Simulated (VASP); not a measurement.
# SiNi in VASP: a series of runs, part 2 of 2

VASP 6.6.1. The steps go on from the part before.

## 3. Single point, PBE

Contents of INCAR:

```
SYSTEM = SiNi
PREC     = Accurate       ! precision mode
ENCUT    = 520            ! plane-wave cutoff, eV
EDIFF    = 1E-7           ! SCF threshold, eV
ISMEAR   = 0              ! smearing method
SIGMA    = 0.1            ! smearing width, eV
LREAL    = .FALSE.        ! projectors in reciprocal space
LASPH    = .TRUE.         ! aspherical terms in the spheres
NELM     = 100            ! most SCF steps
ALGO     = Normal         ! electronic algorithm
ISIF     = 2              ! what is computed and relaxed
LWAVE    = .FALSE.        ! write WAVECAR
LCHARG   = .FALSE.        ! write CHGCAR
LDIPOL   = .TRUE.       
IDIPOL   = 3            
DIPOL    = 0.5 0.5 0.500
GGA      = PE             ! functional
NBANDS   = 62             ! bands
```

Contents of KPOINTS:

```
Automatic mesh
0
G
  11 8 1
  0 0 0
```

Contents of POSCAR:

```
SiNi
1.0
    3.2583147222      0.0000000000      0.0000000000
    0.0000000000      4.7093899546      0.0000000000
    0.0000000000      0.0000000000     24.1658506980
Si Ni
7 7
Direct
    0.0000000000      0.8431827244      0.3103553065
    0.5000000000      0.1568172756      0.3735702043
    0.0000000000      0.8431827244      0.4367851022
    0.5000000000      0.1568172756      0.5000000000
    0.0000000000      0.8431827244      0.5632148978
    0.5000000000      0.1568172756      0.6264297957
    0.0000000000      0.8431827244      0.6896446935
    0.0000000000      0.3423059767      0.3103553065
    0.5000000000      0.6576940233      0.3735702043
    0.0000000000      0.3423059767      0.4367851022
    0.5000000000      0.6576940233      0.5000000000
    0.0000000000      0.3423059767      0.5632148978
    0.5000000000      0.6576940233      0.6264297957
    0.0000000000      0.3423059767      0.6896446935
```

Potentials or basis: VASP PAW PBE potentials, release 64 (Si, Ni).

Started as:

```bash
$ cat potpaw_PBE.64/Si/POTCAR potpaw_PBE.64/Ni/POTCAR > POTCAR
$ mpirun -np 1 vasp_std > vasp.out
```

OUTCAR:

```text
SYSTEM = SiNi
   PREC = Accurate
   ENCUT = 520
   EDIFF = 1E-7
   ISMEAR = 0
   LREAL = .FALSE.
   LASPH = .TRUE.
   NELM = 100
   ISIF = 2
   GGA = PE

 ion  position               nearest neighbor table
   1  0.000  0.843  0.310-   8 2.35   8 2.36   9 2.40   9 2.40   2 2.68   2 2.68   3 3.06
   2  0.500  0.157  0.374-   9 2.35   9 2.36   8 2.40   8 2.40  10 2.40  10 2.40   1 2.68   1 2.68
                             3 2.68   3 2.68   4 3.06
   3  0.000  0.843  0.437-  10 2.35  10 2.36  11 2.40  11 2.40   9 2.40   9 2.40   4 2.68   4 2.68
                             2 2.68   2 2.68   5 3.06   1 3.06
   4  0.500  0.157  0.500-  11 2.35  11 2.36  10 2.40  12 2.40  10 2.40  12 2.40   3 2.68   5 2.68
                             5 2.68   3 2.68   6 3.06   2 3.06
   5  0.000  0.843  0.563-  12 2.35  12 2.36  11 2.40  11 2.40  13 2.40  13 2.40   4 2.68   4 2.68
                             6 2.68   6 2.68   3 3.06   7 3.06
   6  0.500  0.157  0.626-  13 2.35  13 2.36  14 2.40  14 2.40  12 2.40  12 2.40   7 2.68   7 2.68
                             5 2.68   5 2.68   4 3.06
   7  0.000  0.843  0.690-  14 2.35  14 2.36  13 2.40  13 2.40   6 2.68   6 2.68   5 3.06
   8  0.000  0.342  0.310-   1 2.35   1 2.36   2 2.40   2 2.40   9 2.68   9 2.68  10 3.06
   9  0.500  0.658  0.374-   2 2.35   2 2.36   1 2.40   1 2.40   3 2.40   3 2.40   8 2.68   8 2.68
                            10 2.68  10 2.68  11 3.06
  10  0.000  0.342  0.437-   3 2.35   3 2.36   4 2.40   4 2.40   2 2.40   2 2.40  11 2.68  11 2.68
                             9 2.68   9 2.68  12 3.06   8 3.06
  11  0.500  0.658  0.500-   4 2.35   4 2.36   5 2.40   3 2.40   3 2.40   5 2.40  12 2.68  10 2.68
                            10 2.68  12 2.68  13 3.06   9 3.06
  12  0.000  0.342  0.563-   5 2.35   5 2.36   4 2.40   4 2.40   6 2.40   6 2.40  11 2.68  11 2.68
                            13 2.68  13 2.68  10 3.06  14 3.06
  13  0.500  0.658  0.626-   6 2.35   6 2.36   7 2.40   7 2.40   5 2.40   5 2.40  14 2.68  14 2.68
                            12 2.68  12 2.68  11 3.06
  14  0.000  0.342  0.690-   7 2.35   7 2.36   6 2.40   6 2.40  13 2.68  13 2.68  12 3.06

  LATTYP: Found a simple orthorhombic cell.
 ALAT       =     3.2583147222
 B/A-ratio  =     1.4453453261
 C/A-ratio  =     7.4166717332
[... 205 lines left out ...]
  free energy    TOTEN  =       -79.53931224 eV

  energy without entropy =      -79.50357471  energy(sigma->0) =      -79.52144347

 E-fermi :   2.2575     XC(G=0):  -6.3772

 val. band max:        2.2440802535   @ k =   0.3636   0.5000   0.0000
 cond. band min:       2.2664025233   @ k =   0.1818   0.1250   0.0000
 fundamental gap:      0.0223222698
 Fermi energy:         2.2575147575

 k-point     1 :       0.0000    0.0000    0.0000
  band No.  band energies     occupation
      1     -11.0726      2.00000
      2     -10.1495      2.00000
      3      -8.7765      2.00000
      4      -7.0803      2.00000
      5      -5.4715      2.00000
      6      -5.2800      2.00000
[... 1525 lines left out ...]
     60       6.2482      0.00000
     61       6.3088      0.00000

 [... further k-points ...]

 [bands above 61 left out]

------------------------ aborting loop because EDIFF is reached ----------------------------------------

 vacuum level on the upper side and lower side of the slab       (xc-potential included)        -0.168        -0.168

  FORCE on cell =-STRESS in cart. coord.  units (eV):
  Direction    XX          YY          ZZ          XY          YZ          ZX
  --------------------------------------------------------------------------------------
  -------------------------------------------------------------------------------------
  Total       -4.3141848     -5.8661694     -4.0537822      0.0000000      0.0000000      0.0000000
  in kB      -18.6401564    -25.3457653    -17.5150435      0.0000000      0.0000000      0.0000000
  external PRESSURE =     -20.5003217 kB  Pullay stress =       0.0000000 kB

 VOLUME and BASIS-vectors are now :
 -----------------------------------------------------------------------------
  energy-cutoff  :      520.00
  volume of cell :      370.82
      direct lattice vectors                 reciprocal lattice vectors
     3.258314722  0.000000000  0.000000000     0.306907124  0.000000000  0.000000000
     0.000000000  4.709389955  0.000000000     0.000000000  0.212341728  0.000000000
     0.000000000  0.000000000 24.165850698     0.000000000  0.000000000  0.041380708

 POSITION                                       TOTAL-FORCE (eV/Angst)
 -----------------------------------------------------------------------------------
      0.00000      3.97088      7.50000        -0.000000      0.090741      0.086167
      1.62916      0.73851      9.02764        -0.000000      0.156500     -0.986812
      0.00000      3.97088     10.55528        -0.000000     -0.040389     -0.143853
      1.62916      0.73851     12.08293        -0.000000     -0.036998      0.000000
      0.00000      3.97088     13.61057        -0.000000     -0.040389      0.143853
      1.62916      0.73851     15.13821        -0.000000      0.156500      0.986812
      0.00000      3.97088     16.66585        -0.000000      0.090741     -0.086167
      0.00000      1.61205      7.50000        -0.000000     -0.121870      0.991102
      1.62916      3.09734      9.02764         0.000000     -0.010363     -0.013038
      0.00000      1.61205     10.55528        -0.000000     -0.084066      0.228211
      1.62916      3.09734     12.08293        -0.000000      0.055892      0.000000
      0.00000      1.61205     13.61057        -0.000000     -0.084066     -0.228211
      1.62916      3.09734     15.13821         0.000000     -0.010363      0.013038
      0.00000      1.61205     16.66585        -0.000000     -0.121870     -0.991102
 -----------------------------------------------------------------------------------
    total drift:                                0.000000     -0.000146     -0.000006

  FREE ENERGIE OF THE ION-ELECTRON SYSTEM (eV)
  ---------------------------------------------------
  free  energy   TOTEN  =       -79.5393122408 eV

  energy  without entropy=      -79.5035747064  energy(sigma->0) =      -79.52144347

 vacuum level on the upper side and lower side of the slab         6.842         6.842
```

It took 14 min on 1 thread of Intel Xeon 6975P-C (Granite Rapids), shared host; peak memory 0.71 GiB.

Results:

```
Free energy            : -79.5393 eV
Largest force          : 0.999 eV/Å
Band gap on the k mesh : zero (bands 49 and 50 overlap by 2.02 eV)
```

Forces in eV/Å, atoms in the order of the input:
```
Si   0.000  0.091  0.086
Si   0.000  0.157 -0.987
Si   0.000 -0.040 -0.144
Si   0.000 -0.037  0.000
Si   0.000 -0.040  0.144
Si   0.000  0.157  0.987
Si   0.000  0.091 -0.086
Ni   0.000 -0.122  0.991
Ni   0.000 -0.010 -0.013
Ni   0.000 -0.084  0.228
Ni   0.000  0.056  0.000
Ni   0.000 -0.084 -0.228
Ni   0.000 -0.010  0.013
Ni   0.000 -0.122 -0.991
```

Levels at points of the mesh, in eV from the Fermi level:
| k point | band 47 | band 48 | band 49 | band 50 | band 51 | band 52 |
| --- | --- | --- | --- | --- | --- | --- |
| (0.00, 0.00, 0.00) | -1.21 | -1.15 | -0.52 | -0.06 | 0.37 | 1.04 |
| (0.00, 0.50, 0.00) | 0.23 | 0.40 | 1.60 | 1.92 | 1.96 | 2.13 |

Spin polarisation is off, so any magnetic state and its effect on volume and gap are missing.

## 4. Single point, PBE

Contents of INCAR:

```
SYSTEM = SiNi
ALGO = Normal ; DIPOL = 0.5 0.5 0.500
EDIFF = 1E-6 ; ENCUT = 510
GGA = PE ; GGA_COMPAT = .False.
IDIPOL = 3 ; ISIF = 2
ISMEAR = 0 ; LASPH = .True.
LCHARG = .False. ; LDIPOL = .True.
LREAL = .False. ; LWAVE = .False.
NBANDS = 90 ; NELM = 120
NELMDL = -8 ; PREC = Accurate
SIGMA = 0.1
```

Contents of KPOINTS:

```
k-points
0
Gamma
  2 2 1
  0 0 0
```

POSCAR is that of step 3.

Potentials or basis: VASP PAW PBE potentials, release 64 (Si, Ni_sv_GW).

Started as:

```bash
$ cat potpaw_PBE.64/Si/POTCAR potpaw_PBE.64/Ni_sv_GW/POTCAR > POTCAR
$ mpirun -np 1 vasp_std > vasp.out
```

OUTCAR:

```text
SYSTEM = SiNi
   EDIFF = 1E-6
   ENCUT = 510
   GGA = PE
   ISIF = 2
   ISMEAR = 0
   LASPH = .True.
   LREAL = .False.
   NELM = 120
   NELMDL = -8
   PREC = Accurate

 ion  position               nearest neighbor table
   1  0.000  0.843  0.310-   8 2.35   8 2.36   9 2.40   9 2.40   2 2.68   2 2.68   3 3.06
   2  0.500  0.157  0.374-   9 2.35   9 2.36   8 2.40   8 2.40  10 2.40  10 2.40   1 2.68   1 2.68
                             3 2.68   3 2.68   4 3.06
   3  0.000  0.843  0.437-  10 2.35  10 2.36  11 2.40  11 2.40   9 2.40   9 2.40   4 2.68   4 2.68
[... 601 lines left out ...]
      direct lattice vectors                 reciprocal lattice vectors
     3.258314722  0.000000000  0.000000000     0.306907124  0.000000000  0.000000000
     0.000000000  4.709389955  0.000000000     0.000000000  0.212341728  0.000000000
     0.000000000  0.000000000 24.165850698     0.000000000  0.000000000  0.041380708

 POSITION                                       TOTAL-FORCE (eV/Angst)
 -----------------------------------------------------------------------------------
      0.00000      3.97088      7.50000        -0.000000     -0.104838     -0.442396
      1.62916      0.73851      9.02764        -0.000000      0.569175     -1.441431
      0.00000      3.97088     10.55528        -0.000000     -0.380656     -0.299906
      1.62916      0.73851     12.08293        -0.000000      0.367118      0.000000
      0.00000      3.97088     13.61057        -0.000000     -0.380656      0.299906
      1.62916      0.73851     15.13821        -0.000000      0.569175      1.441431
      0.00000      3.97088     16.66585        -0.000000     -0.104838      0.442396
      0.00000      1.61205      7.50000         0.000000     -0.125097      1.742945
      1.62916      3.09734      9.02764        -0.000000      0.045278      0.079768
      0.00000      1.61205     10.55528        -0.000000     -0.326683      0.413541
      1.62916      3.09734     12.08293        -0.000000      0.278524      0.000000
      0.00000      1.61205     13.61057        -0.000000     -0.326683     -0.413541
      1.62916      3.09734     15.13821        -0.000000      0.045278     -0.079768
      0.00000      1.61205     16.66585         0.000000     -0.125097     -1.742945
 -----------------------------------------------------------------------------------
    total drift:                                0.000000      0.003269     -0.000015

  FREE ENERGIE OF THE ION-ELECTRON SYSTEM (eV)
  ---------------------------------------------------
  free  energy   TOTEN  =       -86.4076079224 eV

  energy  without entropy=      -86.3670970758  energy(sigma->0) =      -86.38735250

 vacuum level on the upper side and lower side of the slab         6.604         6.604
```

OSZICAR:

```text
N       E                     dE             d eps       ncg     rms          rms(c)
DAV:   1     0.446374702089E+04    0.44637E+04   -0.68008E+04  1024   0.347E+03
DAV:   2     0.941008382702E+03   -0.35227E+04   -0.34606E+04  1048   0.141E+03
DAV:   3     0.378281588110E+02   -0.90318E+03   -0.85684E+03  1360   0.107E+03
[... 26 lines left out ...]
DAV:  30    -0.864075960677E+02   -0.12705E-04   -0.13359E-06   544   0.321E-02    0.119E-03
DAV:  31    -0.864076041985E+02   -0.81308E-05   -0.14827E-06   560   0.222E-02    0.101E-03
DAV:  32    -0.864076058275E+02   -0.16290E-05   -0.45206E-07   480   0.202E-02    0.419E-04
DAV:  33    -0.864076077515E+02   -0.19240E-05   -0.37971E-07   496   0.176E-02    0.822E-04
DAV:  34    -0.864076079224E+02   -0.17091E-06   -0.33971E-07   480   0.188E-02
   1 F= -.86407608E+02 E0= -.86387352E+02  d E =-.405108E-01
```

Wall time 8.9 min (1 thread of Intel Xeon Platinum 8488C (Sapphire Rapids), shared host); peak memory 0.45 GiB.

What came out:

```yaml
Free_energy: -86.4076 eV
Largest_force: 1.747 eV/Å
Band_gap_on_the_k_mesh: zero (bands 77 and 78 overlap by 1.81 eV)
```

Forces on the atoms (eV/Å):
```
Si   0.000 -0.105 -0.442
Si   0.000  0.569 -1.441
Si   0.000 -0.381 -0.300
Si   0.000  0.367  0.000
Si   0.000 -0.381  0.300
Si   0.000  0.569  1.441
Si   0.000 -0.105  0.442
Ni   0.000 -0.125  1.743
Ni   0.000  0.045  0.080
Ni   0.000 -0.327  0.414
Ni   0.000  0.279  0.000
Ni   0.000 -0.327 -0.414
Ni   0.000  0.045 -0.080
Ni   0.000 -0.125 -1.743
```

Levels at points of the mesh, in eV from the Fermi level:
| k point | band 75 | band 76 | band 77 | band 78 | band 79 | band 80 |
| --- | --- | --- | --- | --- | --- | --- |
| (0.00, 0.00, 0.00) | -0.98 | -0.92 | -0.37 | -0.01 | 0.46 | 1.12 |
| (0.50, 0.00, 0.00) | -0.63 | -0.62 | -0.46 | -0.22 | -0.11 | 1.06 |
| (0.00, 0.50, 0.00) | 0.36 | 0.53 | 1.58 | 2.06 | 2.08 | 2.16 |
| (0.50, 0.50, 0.00) | -0.54 | -0.50 | -0.47 | 0.03 | 0.06 | 0.50 |

Caveat: the k points lie up to 0.96 Å⁻¹ apart, too coarse for converged energies and pressures of a metal. Spin polarisation is off, so any magnetic state and its effect on volume and gap are missing.

## 5. Summary

| potentials or basis | k mesh | cutoff (eV) | gap on the mesh (eV) | largest force (eV/Å) |
| --- | --- | --- | --- | --- |
| VASP PAW PBE potentials, release 64 (Si, Ni) | 11 × 8 × 3 | 520 | none | 1.00 |
| VASP PAW PBE potentials, release 64 (Si, Ni) | 11 × 8 × 1 | 520 | none | 1.00 |
| VASP PAW PBE potentials, release 64 (Si, Ni_sv_GW) | 2 × 2 × 1 | 510 | none | 1.75 |

Alike in all rows: task single point; level PBE; no spin polarisation; cell as given; smearing gaussian 0.1 eV.

Caveats: some runs use coarse meshes.

Total energies depend on the potentials used, so only differences within one code and one set of settings carry meaning.

The gap in the log of VASP goes by the Fermi energy; the results here count the filled bands.